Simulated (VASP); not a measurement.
A run of VASP 6.6.1:

INCAR

```
PREC = Accurate ; ENCUT = 520
EDIFF = 1E-7 ; ISMEAR = 0
SIGMA = 0.05 ; LREAL = F
LASPH = T ; NELM = 150
ALGO = Normal ; ISIF = 2
LWAVE = F ; LCHARG = F
ISPIN = 2 ; MAGMOM = 0.5 0.5 0.5 0.5
LORBIT = 11 ; GGA = PE
NBANDS = 40
```

KPOINTS

```
Automatic mesh
0
Gamma
  1 1 13
```

The input POSCAR:

```
Sn
1.0
   11.7000000000      0.0000000000      0.0000000000
    0.0000000000      9.3000000000      0.0000000000
    0.0000000000      0.0000000000      5.7229808306
Sn
4
Direct
    0.3767055712      0.5000000000      0.0000000000
    0.3767055712      0.5000000000      0.5000000000
    0.6232944288      0.5000000000      0.0000000000
    0.6232944288      0.5000000000      0.5000000000
```

Potentials or basis: VASP PAW PBE potentials, release 64 (Sn_d).

The run is started by

```bash
$ cat potpaw_PBE.64/Sn_d/POTCAR > POTCAR
$ mpirun -np 1 vasp_std > vasp.out
```

Hardware: 1 thread of Intel Xeon 8259CL, with other jobs on the host.

Question: Estimate the wall time of this run.

Answer: It took 23 min on 1 thread of Intel Xeon 8259CL, on a shared host, peak memory 0.94 GiB. Counts: scf iterations 26, k points 7.
